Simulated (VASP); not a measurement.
Runs of VASP 6.6.1 on Mo. The structure is that of space group P6_3/mmc (No. 194), or close to it. The cells are those of the table. 

```tsv
cell	gap on the mesh (eV)	pressure (GPa)
a = 2.755, b = 2.755, c = 4.847 Å, angles 90.0, 90.0, 120.0°, 2 atoms	none	-8.7
a = 2.606, b = 2.606, c = 4.585 Å, angles 90.0, 90.0, 120.0°, 2 atoms	none	46.1
a = 2.824, b = 2.824, c = 4.969 Å, angles 90.0, 90.0, 120.0°, 2 atoms	none	(b)
a = 2.645, b = 2.645, c = 4.653 Å, angles 90.0, 90.0, 120.0°, 2 atoms	none	(a)
a = 2.683, b = 2.683, c = 4.720 Å, angles 90.0, 90.0, 120.0°, 2 atoms	none	13.3
```

Alike in all rows: task single point; level LDA; potentials or basis VASP PAW LDA potentials, release 64 (Mo_sv); no spin polarisation; k mesh 15 × 15 × 8; cutoff (eV) 520; smearing fermi-dirac 0.1 eV.

Estimate the missing entries.

(a) 28.1; (b) -23.3.

A k mesh can miss the band edges, and the runs leave out spin-orbit coupling on Mo.

A gap of «none» marks levels without a gap at the run's occupations.
